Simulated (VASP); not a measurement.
# Pr2F3 (P-3m1) in VASP: a series of runs

Pr2F3 is run at these levels: PBE; tasks: single point.

Program: VASP 6.6.1. These are calculated values, not measurements. Logs are shortened: lines on timing, memory, paths and dates and some standing lists are left out, and cuts for length are marked.

## 1. The cell of the first run

The structure is trigonal, space group P-3m1 (No. 164). Conventional cell: a = 3.998 Å, b = 3.998 Å, c = 6.256 Å, α = 90.00°, β = 90.00°, γ = 120.00°. Pr (site symmetry 3m) has 7 F at 2.40 to 2.78 Å within 3.2 Å. F (site symmetry 3m) has 4 Pr at 2.40 to 2.49 Å and 3 F at 2.94 Å within 3.2 Å. Within 3.7 Å of F (site symmetry -3m) lie 6 Pr at 2.78 Å and 6 F at 3.20 Å.

## 2. Single point, PBE

Input file INCAR:

```
SYSTEM = Pr2F3
PREC     = Accurate       ! precision mode
ENCUT    = 520            ! plane-wave cutoff, eV
EDIFF    = 1E-7           ! SCF threshold, eV
ISMEAR   = 0              ! smearing method
SIGMA    = 0.1            ! smearing width, eV
LREAL    = .FALSE.        ! projectors in reciprocal space
LASPH    = .TRUE.         ! aspherical terms in the spheres
NELM     = 100            ! most SCF steps
ALGO     = Normal         ! electronic algorithm
ISIF     = 2              ! what is computed and relaxed
LWAVE    = .FALSE.        ! write WAVECAR
LCHARG   = .FALSE.        ! write CHGCAR
GGA      = PE             ! functional
NBANDS   = 32             ! bands
```

Input file KPOINTS:

```
regular mesh
0
G
  6 6 4
  0 0 0
```

Input file POSCAR:

```
Pr2F3
1.0
    3.9975832100      0.0000000000      0.0000000000
   -1.9987916100      3.4620086100      0.0000000000
    0.0000000000      0.0000000000      6.2558086300
Pr F
2 3
Direct
    0.6666666700      0.3333333300      0.7521399300
    0.3333333300      0.6666666700      0.2478600700
    0.6666666700      0.3333333300      0.3548371500
    0.3333333300      0.6666666700      0.6451628500
    0.0000000000      0.0000000000      0.0000000000
```

Potentials or basis: VASP PAW PBE potentials, release 64 (Pr, F).

The run is started by

```console
> cat potpaw_PBE.64/Pr/POTCAR potpaw_PBE.64/F/POTCAR > POTCAR
> mpirun -np 1 vasp_std > vasp.out
```

OUTCAR:

```text
SYSTEM = Pr2F3
   PREC = Accurate
   ENCUT = 520
   EDIFF = 1E-7
   ISMEAR = 0
   LREAL = .FALSE.
   LASPH = .TRUE.
   NELM = 100
   ISIF = 2
   GGA = PE

 ion  position               nearest neighbor table
   1  0.667  0.333  0.752-   4 2.40   4 2.40   4 2.40   3 2.49
   2  0.333  0.667  0.248-   3 2.40   3 2.40   3 2.40   4 2.49
   3  0.667  0.333  0.355-   2 2.40   2 2.40   2 2.40   1 2.49
   4  0.333  0.667  0.645-   1 2.40   1 2.40   1 2.40   2 2.49
   5  0.000  0.000  0.000-

  LATTYP: Found a hexagonal cell.
 ALAT       =     3.9975832100
 C/A-ratio  =     1.5648976648

  Lattice vectors:

 A1 = (   3.9975832100,   0.0000000000,   0.0000000000)
 A2 = (  -1.9987916100,   3.4620086100,   0.0000000000)
 A3 = (   0.0000000000,   0.0000000000,   6.2558086300)

Analysis of symmetry for initial positions (statically):
=====================================================================
 Subroutine PRICEL returns:
 Original cell was already a primitive cell.

 Routine SETGRP: Setting up the symmetry group for a
 hexagonal supercell.

 Subroutine GETGRP returns: Found 12 space group operations
 (whereof 12 operations were pure point group operations)
 out of a pool of 24 trial point group operations.

The static configuration has the point symmetry D_3d.

Analysis of symmetry for dynamics (positions and initial velocities):
=====================================================================
 Subroutine PRICEL returns:
 Original cell was already a primitive cell.

 Routine SETGRP: Setting up the symmetry group for a
 hexagonal supercell.

 Subroutine GETGRP returns: Found 12 space group operations
 (whereof 12 operations were pure point group operations)
 out of a pool of 24 trial point group operations.

The dynamic configuration has the point symmetry D_3d.

 Subroutine INISYM returns: Found 12 space group operations
 (whereof 12 operations are pure point group operations),
 and found     1 'primitive' translations

----------------------------------------------------------------------------------------
[... 91 lines left out ...]
   ICHARG =      2    charge: 1-file 2-atom 10-const
   ISPIN  =      1    spin polarized calculation?
   LNONCOLLINEAR =      F non collinear calculations
   LSORBIT =      F    spin-orbit coupling
   LASPH  =      T    aspherical Exc in radial PAW
   ENCUT  =  520.0 eV  38.22 Ry    6.18 a.u.   7.43  7.43 11.63*2*pi/ulx,y,z
   NELM   =    100;   NELMIN=  2; NELMDL= -5     # of ELM steps
   EDIFF  = 0.1E-06   stopping-criterion for ELM
   LREAL  =      F    real-space projection
   EDIFFG = 0.1E-05   stopping-criterion for IOM
   NSW    =      0    number of steps for IOM
   IBRION =     -1    ionic relax: 0-MD 1-quasi-New 2-CG
   NFREE  =      0    steps in history (QN), initial steepest desc. (CG)
   ISIF   =      2    stress and relaxation
   ISYM   =      2    0-nonsym 1-usesym 2-fastsym
   POTIM  = 0.5000    time-step for ionic-motion
   TEBEG  =    0.0;   TEEND  =   0.0 temperature during run
   PSTRESS=    0.0 pullay stress
   NELECT =      47.0000    total number of electrons
   NUPDOWN=      -1.0000    fix difference up-down
   EMIN   =  10.00;   EMAX   =-10.00  energy-range for DOS
   EFERMI =   0.00;   METHOD = LEGACY
   ISMEAR =     0;   SIGMA  =   0.10  broadening in eV -4-tet -1-fermi 0-gaus
   EFERMI_NEDOS =   21; number of points for ismear=-14 and -15
   IALGO  =     38    algorithm
   IMIX   =      4    mixing-type and parameters
     AMIX     =   0.40;   BMIX     =  1.00
     AMIX_MAG =   1.60;   BMIX_MAG =  1.00
  volume/ion in A,a.u.               =      17.32       116.85
  Fermi-wavevector in a.u.,A,eV,Ry     =   1.335481  2.523693 24.266124  1.783510
  Thomas-Fermi vector in A             =   2.464182
   LORBIT       =      0    0 simple, 1 ext, 2 COOP (PROOUT), +10 PAW based schemes
   GGA     = PE    functional components
   LHFCALC =     F    Hartree Fock is set to
   AEXX    =    0.0000 exact exchange contribution
   IVDW    =     0    specifies the selected vdW correction
   LEPSILON=     F    determine dielectric tensor
   LRPA    =     F    only Hartree local field effects (RPA)
 non-spin polarized calculation
 Gauss-broadening in eV      SIGMA  =   0.10
  energy-cutoff  :      520.00
  volume of cell :       86.58
 maximum number of plane-waves:      2376
 NGX is ok and might be reduce to    30
   NGX = 15   NGY = 15   NGZ = 23

 number of electron      47.0000008 magnetization

 Free energy of the ion-electron system (eV)
  ---------------------------------------------------
  ext. energy  EPLUGINS =         0.00000000
  ---------------------------------------------------
  free energy    TOTEN  =       -29.24276935 eV

  energy without entropy =      -29.08238101  energy(sigma->0) =      -29.16257518

 E-fermi :   7.5503     XC(G=0): -10.3985

 val. band max:        7.5427621113   @ k =   0.1667  -0.0000   0.0000
 cond. band min:       7.5509987229   @ k =   0.3333   0.1667   0.2500
 fundamental gap:      0.0082366116
 Fermi energy:         7.5502904147

 k-point     1 :       0.0000    0.0000    0.0000
  band No.  band energies     occupation
      1     -29.1625      2.00000
      2     -29.0191      2.00000
      3     -19.6646      2.00000
      4     -19.4844      2.00000
      5     -18.5537      2.00000
      6     -11.3383      2.00000
[... 829 lines left out ...]
     31       7.8494      0.00002
     32       7.8594      0.00001

------------------------ aborting loop because EDIFF is reached ----------------------------------------

  FORCE on cell =-STRESS in cart. coord.  units (eV):
  Direction    XX          YY          ZZ          XY          YZ          ZX
  --------------------------------------------------------------------------------------
  -------------------------------------------------------------------------------------
  Total       -0.1587053     -0.1587053      0.8789076      0.0000000      0.0000000     -0.0000000
  in kB       -2.9369257     -2.9369257     16.2646490      0.0000000      0.0000000     -0.0000000
  external PRESSURE =       3.4635992 kB  Pullay stress =       0.0000000 kB

 VOLUME and BASIS-vectors are now :
 -----------------------------------------------------------------------------
  energy-cutoff  :      520.00
  volume of cell :       86.58
      direct lattice vectors                 reciprocal lattice vectors
     3.997583210  0.000000000  0.000000000     0.250151141  0.144424829  0.000000000
    -1.998791610  3.462008610  0.000000000     0.000000000  0.288849657  0.000000000
     0.000000000  0.000000000  6.255808630     0.000000000  0.000000000  0.159851437

 POSITION                                       TOTAL-FORCE (eV/Angst)
 -----------------------------------------------------------------------------------
      1.99879      1.15400      4.70524        -0.000000     -0.000000      0.368548
     -0.00000      2.30801      1.55057        -0.000000      0.000000     -0.368548
      1.99879      1.15400      2.21979        -0.000000      0.000000      0.077653
     -0.00000      2.30801      4.03602         0.000000      0.000000     -0.077653
      0.00000      0.00000      0.00000         0.000000      0.000000      0.000000
 -----------------------------------------------------------------------------------
    total drift:                                0.000000      0.000000      0.000000

  FREE ENERGIE OF THE ION-ELECTRON SYSTEM (eV)
  ---------------------------------------------------
  free  energy   TOTEN  =       -29.2427693550 eV

  energy  without entropy=      -29.0823810105  energy(sigma->0) =      -29.16257518
```

OSZICAR:

```text
N       E                     dE             d eps       ncg     rms          rms(c)
DAV:   1     0.635170263135E+03    0.63517E+03   -0.18447E+04  1728   0.306E+03
DAV:   2     0.128997582221E+03   -0.50617E+03   -0.47774E+03  2024   0.497E+02
DAV:   3    -0.146416298180E+02   -0.14364E+03   -0.13963E+03  2680   0.284E+02
[... 31 lines left out ...]
DAV:  35    -0.292427689444E+02   -0.27563E-06   -0.20505E-06  1392   0.305E-03    0.204E-03
DAV:  36    -0.292427691006E+02   -0.15614E-06   -0.18170E-06  1368   0.353E-03    0.118E-03
DAV:  37    -0.292427691862E+02   -0.85621E-07   -0.12411E-06  1328   0.334E-03    0.723E-04
DAV:  38    -0.292427692686E+02   -0.82352E-07   -0.10634E-06  1344   0.308E-03    0.764E-04
DAV:  39    -0.292427693550E+02   -0.86442E-07   -0.88458E-07  1344   0.275E-03
   1 F= -.29242769E+02 E0= -.29162575E+02  d E =-.160388E+00
```

It took 2.2 min on 1 thread of Intel Xeon 6975P-C (Granite Rapids), shared host; peak memory 0.22 GiB.

Results:

```
Free energy   : -29.2428 eV
Pressure      : 0.3 GPa
Largest force : 0.369 eV/Å
```

Forces in eV/Å, atoms in the order of the input:
```
Pr   0.000  0.000  0.369
Pr   0.000  0.000 -0.369
F    0.000  0.000  0.078
F    0.000  0.000 -0.078
F    0.000  0.000  0.000
```

Caveat: spin-orbit coupling is left out, which moves the levels of the heavy elements; an odd number of electrons without spin polarisation forces a metal; a magnetic or distorted state may lie lower; the run has no spin polarisation, though such a crystal can be magnetic; without U or exact exchange the open f shell lies at the Fermi level, which spoils levels, moments and volumes. Spin polarisation is off, so any magnetic state and its effect on volume and gap are missing.

## 3. Single point, PBE

This run uses another cell than the first one, of 17.59 Å³/atom, 1.016 times its volume.

Input file INCAR:

```
PREC = Accurate
ENCUT = 520
EDIFF = 1E-6
ISMEAR = 0
SIGMA = 0.1
LREAL = False
LASPH = True
NELM = 60
ALGO = Normal
ISIF = 2
LWAVE = False
LCHARG = False
GGA = PE
NBANDS = 32
```

Input file KPOINTS:

```
Automatic mesh
0
Gamma
  6 6 4
```

Input file POSCAR:

```
Pr2F3
1.0
    3.8285448601      0.0000000028      0.0000000000
   -1.9142724325      3.3156171070      0.0000000000
    0.0000000000      0.0000000000      6.9288663759
Pr F
2 3
Direct
    0.6666666667      0.3333333333      0.7844584518
    0.3333333333      0.6666666667      0.2155415482
    0.6666666667      0.3333333333      0.3963481110
    0.3333333333      0.6666666667      0.6036518890
    0.0000000000      0.0000000000      0.0000000000
```

Potentials or basis: VASP PAW PBE potentials, release 64 (Pr, F).

The run is started by

```console
> cat potpaw_PBE.64/Pr/POTCAR potpaw_PBE.64/F/POTCAR > POTCAR
> mpirun -np 1 vasp_std > vasp.out
```

Run time: 2.2 min. Hardware: 1 thread of Intel Xeon 6975P-C (Granite Rapids), shared host; peak memory 0.24 GiB.

It converged, with:

| Item | Value |
| --- | --- |
| Free energy | -29.4865 eV |
| Pressure | -5.9 GPa |
| Largest force | 0.435 eV/Å |

Forces in eV/Å, atoms in the order of the input:
```
Pr   0.000  0.000 -0.160
Pr   0.000  0.000  0.160
F    0.000  0.000 -0.435
F    0.000  0.000  0.435
F    0.000  0.000  0.000
```

Stress tensor (GPa, compression positive):
```
-5.94  0.00  0.00
 0.00 -5.94  0.00
 0.00  0.00 -5.72
```

Levels at points of the mesh, in eV from the Fermi level:
| k point | band 20 | band 21 | band 22 | band 23 | band 24 | band 25 | band 26 | band 27 |
| --- | --- | --- | --- | --- | --- | --- | --- | --- |
| (0.00, 0.00, 0.00) | -6.78 | -0.92 | -0.29 | -0.23 | 0.03 | 0.03 | 0.18 | 0.20 |
| (0.50, 0.00, 0.00) | -6.54 | -1.20 | -0.12 | -0.06 | 0.00 | 0.03 | 0.09 | 0.11 |
| (0.00, 0.00, 0.50) | -6.92 | -0.32 | -0.30 | 0.03 | 0.03 | 0.10 | 0.14 | 0.22 |
| (0.50, 0.00, 0.50) | -6.50 | -0.95 | -0.09 | -0.04 | -0.02 | 0.02 | 0.06 | 0.09 |

Caveat: spin-orbit coupling is left out, which moves the levels of the heavy elements; an odd number of electrons without spin polarisation forces a metal; a magnetic or distorted state may lie lower; the run has no spin polarisation, though such a crystal can be magnetic; without U or exact exchange the open f shell lies at the Fermi level, which spoils levels, moments and volumes. Spin polarisation is off, so any magnetic state and its effect on volume and gap are missing.
